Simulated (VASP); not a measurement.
Wanted: the native input for a VASP 6.6.1 run.

```
Task                   : single point
Functional             : PBE
Potentials or basis    : VASP PAW PBE potentials, release 64 (K_sv, Mg, F)
Cutoff                 : 520 eV
k mesh                 : 6 × 6 × 6
Occupations            : gaussian, width 0.05 eV
Spin                   : no spin polarisation
Dipole correction      : no
Further INCAR settings : ALGO = Normal; EDIFF = 1e-07; NBANDS = 24
```

The structure of KMgF3 lies in POSCAR:

```
KMgF3
1.0
    3.9859000000      0.0000000000      0.0000000000
    0.0000000000      3.9859000000      0.0000000000
    0.0000000000      0.0000000000      3.9859000000
K Mg F
1 1 3
Direct
    0.5000000000      0.5000000000      0.5000000000
    0.0000000000      0.0000000000      0.0219523821
    0.5000000000      0.0000000000      0.0000000000
    0.0000000000      0.5000000000      0.0000000000
    0.0000000000      0.0000000000      0.5000000000
```

This cell differs from its parent crystal: all Mg atoms moved +0.087 Å, as atom 2 along Cartesian [0 0 1].

These files were run (other wordings do the same):

INCAR

```
SYSTEM = KMgF3
PREC = Accurate
ENCUT = 520
EDIFF = 1E-7
ISMEAR = 0
SIGMA = 0.05
LREAL = .False.
LASPH = .True.
NELM = 100
ALGO = Normal
ISIF = 2
LWAVE = .False.
LCHARG = .True.
GGA = PE
LELF = .True.
LVHAR = .True.
NBANDS = 24
```

KPOINTS

```
regular mesh
0
Gamma
  6 6 6
  0 0 0
```

Potentials or basis: VASP PAW PBE potentials, release 64 (K_sv, Mg, F).

Run with:

```bash
$ cat potpaw_PBE.64/K_sv/POTCAR potpaw_PBE.64/Mg/POTCAR potpaw_PBE.64/F/POTCAR > POTCAR
$ mpirun -np 1 vasp_std > vasp.out
```

Results of the run:

- Pressure: 3.7 GPa
- Largest force: 0.878 eV/Å
- Band gap on the k mesh: 7.29 eV, indirect (least direct gap 7.63 eV)

Caveat: the cell differs from its parent crystal (all Mg atoms moved +0.087 Å, as atom 2 along Cartesian [0 0 1]).

Run time: 110 s on 1 thread of AMD EPYC 7R13, with other jobs on the host, peak memory 0.17 GiB.
